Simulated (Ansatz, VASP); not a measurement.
## TiO: VASP beside Ansatz

```xyz
2
Lattice="0.0000 2.3052 2.3052 2.3052 0.0000 2.3052 2.3052 2.3052 0.0000" Properties=species:S:1:pos:R:3 pbc="T T T"
Ti    0.0000    0.0000    0.0000
O     1.1526    1.1526    1.1526
```

Alike in both runs: task single point; functional r2SCAN; k mesh 16 × 16 × 16; occupations gaussian, width 0.1 eV; collinear spin.

```csv
,VASP,Ansatz
version,VASP 6.6.1,Ansatz 0.2.0
potentials or method,"VASP PAW PBE potentials, release 64 (Ti_sv, O), cutoff 520 eV","scalar-relativistic, plane waves, PAW"
valence electrons in the cell,18,18
```

Ansatz gave:

```
gap on the k mesh at the Fermi level (eV)                     : none
pressure (GPa)                                                : 0.0
net moment per atom (μB)                                      : 0.17
size of the moment on the site where the two differ most (μB) : 0.23
```

Task: What did VASP give for the same quantities?

Result: gap on the k mesh at the Fermi level (eV): none; pressure (GPa): 1.2; net moment per atom (μB): 0.16; size of the moment on the site where the two differ most (μB): 0.28.

VASP's potentials were made for PBE, not for r2SCAN. Site moments also hang on the region over which each program counts them. A gap of «none» marks a metal or a gap that the smearing closes. Ansatz's warnings: stability check not made.
